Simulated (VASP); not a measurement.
# TiO2 (P-1) in VASP: single point with PBE

Aim: the single point of TiO2 with PBE.

Program: VASP 6.6.1. These are calculated values, not measurements. Logs are shortened: lines on timing, memory, paths and dates and some standing lists are left out, and cuts for length are marked.

### 1 The cell of the first run

The typed cell holds 12 atoms: a = 9.525 Å, b = 2.976 Å, c = 4.971 Å, α = 90.01°, β = 89.98°, γ = 90.00°.

### 2 Single point, PBE

The input, INCAR:

```
PREC = Accurate
ENCUT = 520
EDIFF = 1E-7
ISMEAR = 0
SIGMA = 0.05
LREAL = False
LASPH = True
NELM = 80
ALGO = Normal
ISIF = 2
LWAVE = False
LCHARG = False
GGA = PE
NBANDS = 60
```

The input, KPOINTS:

```
regular mesh
0
Gamma
  4 8 4
```

The input, POSCAR:

```
TiO2
1.0
    9.5254008768      0.0002697400      0.0014714408
    0.0001458170      2.9757988657     -0.0003118462
    0.0008115028     -0.0005329130      4.9708960372
Ti O
4 8
Direct
    0.1378746578      0.2499982369      0.9196940668
    0.8621224403      0.7499774346      0.0803054992
    0.3621455097      0.7500532448      0.4195769829
    0.6378508265      0.2499759495      0.5804219431
    0.2668104231      0.2499885817      0.6345530111
    0.7331921230      0.7500049533      0.3654515928
    0.2332082800      0.7499799127      0.1345899544
    0.7667925570      0.2500416682      0.8654124184
    0.9692943499      0.2500538498      0.2030858220
    0.0307074081      0.7499342156      0.7969071216
    0.5306360875      0.7500707419      0.7031421452
    0.4693653371      0.2499212112      0.2968594424
```

Potentials or basis: VASP PAW PBE potentials, release 64 (Ti_sv, O).

Run with:

```
> cat potpaw_PBE.64/Ti_sv/POTCAR potpaw_PBE.64/O/POTCAR > POTCAR
> mpirun -np 1 vasp_std > vasp.out
```

OUTCAR:

```text
PREC = Accurate
   ENCUT = 520
   EDIFF = 1E-7
   ISMEAR = 0
   LREAL = False
   LASPH = True
   NELM = 80
   ISIF = 2
   GGA = PE

 ion  position               nearest neighbor table
   1  0.138  0.250  0.920-   5 1.88  10 1.90  10 1.91   7 2.04   7 2.04   9 2.14
   2  0.862  0.750  0.080-   6 1.88   9 1.90   9 1.91   8 2.04   8 2.04  10 2.14
   3  0.362  0.750  0.420-   7 1.88  12 1.90  12 1.91   5 2.04   5 2.04  11 2.14
   4  0.638  0.250  0.580-   8 1.88  11 1.90  11 1.90   6 2.04   6 2.04  12 2.14
   5  0.267  0.250  0.635-   1 1.88   3 2.04   3 2.04
   6  0.733  0.750  0.365-   2 1.88   4 2.04   4 2.04
   7  0.233  0.750  0.135-   3 1.88   1 2.04   1 2.04
   8  0.767  0.250  0.865-   4 1.88   2 2.04   2 2.04
   9  0.969  0.250  0.203-   2 1.90   2 1.91   1 2.14
  10  0.031  0.750  0.797-   1 1.90   1 1.91   2 2.14
  11  0.531  0.750  0.703-   4 1.90   4 1.90   3 2.14
  12  0.469  0.250  0.297-   3 1.90   3 1.91   4 2.14

  LATTYP: Found a triclinic cell.
 ALAT       =     9.9791913857
 B/A-ratio  =     0.2982004023
 C/A-ratio  =     0.4981261447
 COS(alpha) =     0.0002119927
 COS(beta)  =     0.0003664915
 COS(gamma) =     0.2981266148

  Lattice vectors:

 A1 = (  -9.5252550598,   2.9755291257,  -0.0017832870)
 A2 = (   0.0001458170,   2.9757988657,  -0.0003118462)
 A3 = (  -0.0008115028,   0.0005329130,  -4.9708960372)

Analysis of symmetry for initial positions (statically):
=====================================================================
 Subroutine PRICEL returns:
 Original cell was already a primitive cell.

 Routine SETGRP: Setting up the symmetry group for a
 triclinic supercell.

 Subroutine GETGRP returns: Found  1 space group operations
 (whereof  1 operations were pure point group operations)
 out of a pool of  2 trial point group operations.

The static configuration has the point symmetry C_1 .

Analysis of symmetry for dynamics (positions and initial velocities):
=====================================================================
 Subroutine PRICEL returns:
 Original cell was already a primitive cell.

 Routine SETGRP: Setting up the symmetry group for a
 triclinic supercell.

 Subroutine GETGRP returns: Found  1 space group operations
 (whereof  1 operations were pure point group operations)
 out of a pool of  2 trial point group operations.

The dynamic configuration has the point symmetry C_1 .

 Subroutine INISYM returns: Found  1 space group operations
 (whereof  1 operations are pure point group operations),
 and found     1 'primitive' translations

----------------------------------------------------------------------------------------

                                     Primitive cell

  volume of cell :     140.9034

  direct lattice vectors                    reciprocal lattice vectors
     9.525400877  0.000269740  0.001471441     0.104982461 -0.000005146 -0.000017139
     0.000145817  2.975798866 -0.000311846    -0.000009522  0.336044221  0.000036028
     0.000811503 -0.000532913  4.970896037    -0.000031077  0.000021083  0.201170982

  length of vectors
     9.525400994  2.975798886  4.970896132     0.104982463  0.336044223  0.201170985

  position of ions in fractional coordinates (direct lattice)
     0.137874658  0.249998237  0.919694067
     0.862122440  0.749977435  0.080305499
     0.362145510  0.750053245  0.419576983
     0.637850826  0.249975949  0.580421943
     0.266810423  0.249988582  0.634553011
     0.733192123  0.750004953  0.365451593
     0.233208280  0.749979913  0.134589954
     0.766792557  0.250041668  0.865412418
     0.969294350  0.250053850  0.203085822
     0.030707408  0.749934216  0.796907122
     0.530636087  0.750070742  0.703142145
     0.469365337  0.249921211  0.296859442

  ion indices of the primitive-cell ions
   primitive index   ion index
                 1           1
                 2           2
                 3           3
                 4           4
                 5           5
                 6           6
                 7           7
                 8           8
                 9           9
                10          10
                11          11
                12          12

----------------------------------------------------------------------------------------

 KPOINTS: regular mesh

Automatic generation of k-mesh.
 Grid dimensions read from file:
 generate k-points for:    4    8    4

 Generating k-lattice:

  Cartesian coordinates                     Fractional coordinates (reciprocal lattice)
     0.026245615 -0.000001287 -0.000004285     0.250000000 -0.000000000  0.000000000
    -0.000001190  0.042005528  0.000004503    -0.000000000  0.125000000  0.000000000
    -0.000007769  0.000005271  0.050292745     0.000000000  0.000000000  0.250000000

  Length of vectors
     0.026245616  0.042005528  0.050292746

  Shift w.r.t. Gamma in fractional coordinates (k-lattice)
     0.000000000  0.000000000  0.000000000

 Subroutine IBZKPT returns following result:
 ===========================================

 Found     68 irreducible k-points:

 Following reciprocal coordinates:
            Coordinates               Weight
  0.000000  0.000000  0.000000      1.000000
  0.250000 -0.000000  0.000000      2.000000
  0.500000 -0.000000  0.000000      1.000000
 -0.000000  0.125000  0.000000      2.000000
  0.250000  0.125000 -0.000000      2.000000
  0.500000  0.125000  0.000000      2.000000
[... 16 lines left out ...]
  0.000000  0.125000  0.250000      2.000000
  0.250000  0.125000  0.250000      2.000000
 [... further k-points ...]
   k-points           NKPTS =     68   k-points in BZ     NKDIM =     68   number of bands    NBANDS=     60
   number of dos      NEDOS =    301   number of ions     NIONS =     12
   total plane-waves  NPLWV =  69120
   dimension x,y,z NGX =    72 NGY =   24 NGZ =   40
   dimension x,y,z NGXF=   144 NGYF=   48 NGZF=   80
   ions per type =               4   8
   NGX,Y,Z   is equivalent  to a cutoff of  12.57, 13.41, 13.38 a.u.
   NGXF,Y,Z  is equivalent  to a cutoff of  25.13, 26.82, 26.76 a.u.
 SYSTEM =  unknown system
   PREC   = accura    normal or accurate (medium, high low for compatibility)
   ISTART =      0    job   : 0-new  1-cont  2-samecut
   ICHARG =      2    charge: 1-file 2-atom 10-const
   ISPIN  =      1    spin polarized calculation?
   LNONCOLLINEAR =      F non collinear calculations
   LSORBIT =      F    spin-orbit coupling
   LASPH  =      T    aspherical Exc in radial PAW
   ENCUT  =  520.0 eV  38.22 Ry    6.18 a.u.  17.71  5.53  9.24*2*pi/ulx,y,z
   NELM   =     80;   NELMIN=  2; NELMDL= -5     # of ELM steps
   EDIFF  = 0.1E-06   stopping-criterion for ELM
   LREAL  =      F    real-space projection
   EDIFFG = 0.1E-05   stopping-criterion for IOM
   NSW    =      0    number of steps for IOM
   IBRION =     -1    ionic relax: 0-MD 1-quasi-New 2-CG
   NFREE  =      0    steps in history (QN), initial steepest desc. (CG)
   ISIF   =      2    stress and relaxation
   ISYM   =      2    0-nonsym 1-usesym 2-fastsym
   POTIM  = 0.5000    time-step for ionic-motion
   TEBEG  =    0.0;   TEEND  =   0.0 temperature during run
   PSTRESS=    0.0 pullay stress
   NELECT =      96.0000    total number of electrons
   NUPDOWN=      -1.0000    fix difference up-down
   EMIN   =  10.00;   EMAX   =-10.00  energy-range for DOS
   EFERMI =   0.00;   METHOD = LEGACY
   ISMEAR =     0;   SIGMA  =   0.05  broadening in eV -4-tet -1-fermi 0-gaus
   EFERMI_NEDOS =   21; number of points for ismear=-14 and -15
   IALGO  =     38    algorithm
   IMIX   =      4    mixing-type and parameters
     AMIX     =   0.40;   BMIX     =  1.00
     AMIX_MAG =   1.60;   BMIX_MAG =  1.00
  volume/ion in A,a.u.               =      11.74        79.24
  Fermi-wavevector in a.u.,A,eV,Ry     =   1.440538  2.722222 28.234129  2.075150
  Thomas-Fermi vector in A             =   2.559271
   LORBIT       =      0    0 simple, 1 ext, 2 COOP (PROOUT), +10 PAW based schemes
   GGA     = PE    functional components
   LHFCALC =     F    Hartree Fock is set to
   AEXX    =    0.0000 exact exchange contribution
   IVDW    =     0    specifies the selected vdW correction
   LEPSILON=     F    determine dielectric tensor
   LRPA    =     F    only Hartree local field effects (RPA)
 non-spin polarized calculation
 Gauss-broadening in eV      SIGMA  =   0.05
  energy-cutoff  :      520.00
  volume of cell :      140.90
 maximum number of plane-waves:      3834
 NGX is ok and might be reduce to    72
   NGX = 35   NGY = 11   NGZ = 19

 number of electron      95.9999995 magnetization

 Free energy of the ion-electron system (eV)
  ---------------------------------------------------
  ext. energy  EPLUGINS =         0.00000000
  ---------------------------------------------------
  free energy    TOTEN  =      -107.08020225 eV

  energy without entropy =     -107.08020225  energy(sigma->0) =     -107.08020225

 E-fermi :   3.3602     XC(G=0): -10.5588

 val. band max:        3.0224261196   @ k =  -0.0000   0.1250   0.0000
 cond. band min:       5.5669027526   @ k =  -0.0000   0.2500   0.0000
 fundamental gap:      2.5444766330
 Fermi energy:         3.3601944266

 k-point     1 :       0.0000    0.0000    0.0000
  band No.  band energies     occupation
      1     -53.3989      2.00000
      2     -53.3910      2.00000
      3     -53.3778      2.00000
      4     -53.3699      2.00000
      5     -29.8029      2.00000
      6     -29.7479      2.00000
[... 52 lines left out ...]
     59       7.4166      0.00000
     60       7.6680      0.00000

 k-point     2 :       0.2500   -0.0000    0.0000
  band No.  band energies     occupation
      1     -53.3980      2.00000
      2     -53.3927      2.00000
      3     -53.3762      2.00000
      4     -53.3708      2.00000
      5     -29.7968      2.00000
      6     -29.7590      2.00000
[... 1375 lines left out ...]
     59       7.2039      0.00000
     60       7.4542      0.00000

 k-point    24 :       0.2500    0.1250    0.2500
  band No.  band energies     occupation
      1     -53.3907      2.00000
      2     -53.3871      2.00000
      3     -53.3708      2.00000
      4     -53.3672      2.00000
      5     -29.7800      2.00000
      6     -29.7611      2.00000
[... 52 lines left out ...]
     59       7.3068      0.00000
     60       7.4485      0.00000

 [... further k-points ...]
[... 5 lines left out ...]
  --------------------------------------------------------------------------------------
  -------------------------------------------------------------------------------------
  Total        0.5849120      0.7649085      0.4032441     -0.0062588      0.0077646     -0.0105484
  in kB        6.6508875      8.6975823      4.5851875     -0.0711667      0.0882888     -0.1199433
  external PRESSURE =       6.6445524 kB  Pullay stress =       0.0000000 kB

 VOLUME and BASIS-vectors are now :
 -----------------------------------------------------------------------------
  energy-cutoff  :      520.00
  volume of cell :      140.90
      direct lattice vectors                 reciprocal lattice vectors
     9.525400877  0.000269740  0.001471441     0.104982461 -0.000005146 -0.000017139
     0.000145817  2.975798866 -0.000311846    -0.000009522  0.336044221  0.000036028
     0.000811503 -0.000532913  4.970896037    -0.000031077  0.000021083  0.201170982

 POSITION                                       TOTAL-FORCE (eV/Angst)
 -----------------------------------------------------------------------------------
      1.31409      0.74349      4.57183         0.025459     -0.000233      0.039585
      8.21224      2.23197      0.40022        -0.025392      0.000323     -0.039603
      3.45003      2.23188      2.08597        -0.024944     -0.000214      0.040029
      6.07629      0.74374      2.88608         0.025350     -0.000116     -0.039896
      2.54203      0.74365      3.15461         0.016573     -0.000019     -0.018352
      6.98435      2.23187      1.81747        -0.016654      0.000024      0.018238
      2.22162      2.23178      0.66914        -0.017028     -0.000125     -0.018855
      7.30475      0.74382      4.30293         0.016753     -0.000308      0.018652
      9.23312      0.74426      1.01087         0.055428     -0.000045      0.047980
      0.29326      2.23124      3.96115        -0.055390      0.000226     -0.047905
      5.05520      2.23183      3.49579        -0.055761      0.000185      0.047999
      4.47117      0.74368      1.47627         0.055607      0.000302     -0.047872
 -----------------------------------------------------------------------------------
    total drift:                               -0.000025      0.000004      0.000053

  FREE ENERGIE OF THE ION-ELECTRON SYSTEM (eV)
  ---------------------------------------------------
  free  energy   TOTEN  =      -107.0802022507 eV

  energy  without entropy=     -107.0802022507  energy(sigma->0) =     -107.08020225
```

It took 7.6 min on 1 thread of Intel Xeon Platinum 8488C (Sapphire Rapids), shared host; peak memory 0.51 GiB.

Results:

* Free energy: -107.0802 eV
* Pressure: 0.7 GPa
* Largest force: 0.074 eV/Å
* Band gap on the k mesh: 2.54 eV (least direct gap 2.69 eV)

Forces on the atoms (eV/Å):
```
Ti   0.025  0.000  0.040
Ti  -0.025  0.000 -0.040
Ti  -0.025  0.000  0.040
Ti   0.025  0.000 -0.040
O    0.017  0.000 -0.018
O   -0.017  0.000  0.018
O   -0.017  0.000 -0.019
O    0.017  0.000  0.019
O    0.055  0.000  0.048
O   -0.055  0.000 -0.048
O   -0.056  0.000  0.048
O    0.056  0.000 -0.048
```

A k mesh can miss the band edges.
